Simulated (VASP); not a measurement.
PbS (Galena):

```
Pb S
1.0
     0.00000    3.12474    3.12474
     3.12474    0.00000    3.12474
     3.12474    3.12474    0.00000
Pb S
1 1
Direct
  0.00000 0.00000 0.00000
  0.50000 0.50000 0.50000
```

This cell differs from its parent crystal: strain +5.2%.

Base run:

* Program: VASP 6.6.1
* Functional: PBE
* Potentials or basis: VASP PAW PBE potentials, release 64 (Pb_d, S)
* Cutoff: 520 eV
* k mesh: 8 × 8 × 8
* Occupations: fermi-dirac, width 0.02 eV
* Spin: no spin polarisation

Its results: band gap on the k mesh 0.81 eV, direct; pressure -4.9 GPa.

Task: The run is repeated on the same cell with these changes: functional from PBE to r2SCAN; occupations from fermi-dirac, width 0.02 eV to gaussian, width 0.01 eV. What comes out?

Result: Band gap on the k mesh 1.09 eV, direct; pressure -5.9 GPa.

Caveats: spin-orbit coupling is left out, which moves the levels of the heavy elements; the PAW data sets were made with another functional, which shifts forces and pressure a little (some runs).

A k mesh can miss the band edges.
